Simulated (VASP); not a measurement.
Here is a VASP 6.6.1 calculation.

File INCAR:

```
PREC = Accurate ; ENCUT = 520
EDIFF = 1E-6 ; ISMEAR = -1
SIGMA = 0.05 ; LREAL = F
LASPH = T ; NELM = 100
ALGO = Normal ; ISIF = 2
LWAVE = F ; LCHARG = F
GGA = PE ; NBANDS = 17
```

Contents of KPOINTS:

```
regular mesh
0
Gamma
  14 14 7
```

File POSCAR:

```
Hf
1.0
    3.1967000000      0.0000000000      0.0000000000
   -1.5983500000      2.7684234083      0.0000000000
    0.0000000000      0.0000000000      5.0578000000
Hf
2
Direct
    0.6666666667      0.3333333333      0.7500000000
    0.3333333333      0.6666666667      0.2500000000
```

Potentials or basis: VASP PAW PBE potentials, release 64 (Hf_pv).

The run is started by

```console
$ cat potpaw_PBE.64/Hf_pv/POTCAR > POTCAR
$ mpirun -np 1 vasp_std > vasp.out
```

What does it give for the pressure?

0.3 GPa.

Predict the band gap on the k mesh.

zero (band 10 reaches 6.10 eV, above the bottom of band 11 at 4.54 eV).

Stress tensor (GPa, compression positive):
```
0.39 0.00 0.00
0.00 0.39 0.00
0.00 0.00 0.16
```

Caveat: spin-orbit coupling is left out, which moves the levels of the heavy elements.
